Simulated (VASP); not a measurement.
Here is a VASP 6.6.1 calculation.

File POSCAR:

```
Al
1.0
    0.0000000000      1.9552568861      1.9552568861
    1.9552568861      0.0000000000      1.9552568861
    1.9552568861      1.9552568861      0.0000000000
Al
1
Direct
    0.0000000000      0.0000000000      0.0000000000
```

File INCAR.step1:

```
SYSTEM = Al
ALGO = Normal ; EDIFF = 1E-4
ENCUT = 520 ; GGA = PE
ISMEAR = 0 ; LASPH = .True.
LCHARG = .False. ; LREAL = .False.
LWAVE = .True. ; NBANDS = 8
NELM = 80 ; PREC = Accurate
SIGMA = 0.1
```

Contents of INCAR.step2:

```
SYSTEM = Al
ALGO = Normal ; EDIFF = 1E-7
ENCUT = 520 ; ISIF = 2
ISMEAR = 0 ; ISTART = 1
LASPH = .True. ; LCHARG = .False.
LMIXTAU = .True. ; LREAL = .False.
LWAVE = .False. ; METAGGA = R2SCAN
NBANDS = 8 ; NELM = 80
PREC = Accurate ; SIGMA = 0.1
```

Contents of KPOINTS:

```
k-points
0
Gamma
  18 18 18
  0 0 0
```

Potentials or basis: VASP PAW PBE potentials, release 64 (Al).

Run with:

```bash
$ cat potpaw_PBE.64/Al/POTCAR > POTCAR
$ cp INCAR.step1 INCAR
$ mpirun -np 1 vasp_std > vasp.out
$ cp INCAR.step2 INCAR
$ mpirun -np 1 vasp_std > vasp.out
```

(1) Predict the pressure.

## Answers

(1) 6.2 GPa.

Caveat: the PAW data sets were made with another functional, which shifts forces and pressure a little.
